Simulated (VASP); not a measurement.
A run of VASP 6.6.1 is set up as follows.

Contents of INCAR:

```
SYSTEM = Be
PREC = Accurate
ENCUT = 520
EDIFF = 1E-6
ISMEAR = -1
SIGMA = 0.1
LREAL = .FALSE.
LASPH = .TRUE.
NELM = 60
ALGO = Normal
ISIF = 2
LWAVE = .FALSE.
LCHARG = .FALSE.
GGA = PE
NBANDS = 7
```

Contents of KPOINTS:

```
regular mesh
0
G
  27 27 27
  0 0 0
```

POSCAR

```
Be
1.0
   -0.9920245802      0.9920245802      0.9920245802
    0.9920245802     -0.9920245802      0.9920245802
    0.9920245802      0.9920245802     -0.9920245802
Be
1
Direct
    0.0000000000      0.0000000000      0.0000000000
```

Potentials or basis: VASP PAW PBE potentials, release 64 (Be).

Command:

```sh
$ cat potpaw_PBE.64/Be/POTCAR > POTCAR
$ mpirun -np 1 vasp_std > vasp.out
```

Problem. Estimate the band gap on the k mesh.

Solution. Zero (band 1 reaches 21.89 eV, above the bottom of band 2 at 13.16 eV).

Problem. What does it give for the pressure?

Solution. 272.4 GPa.
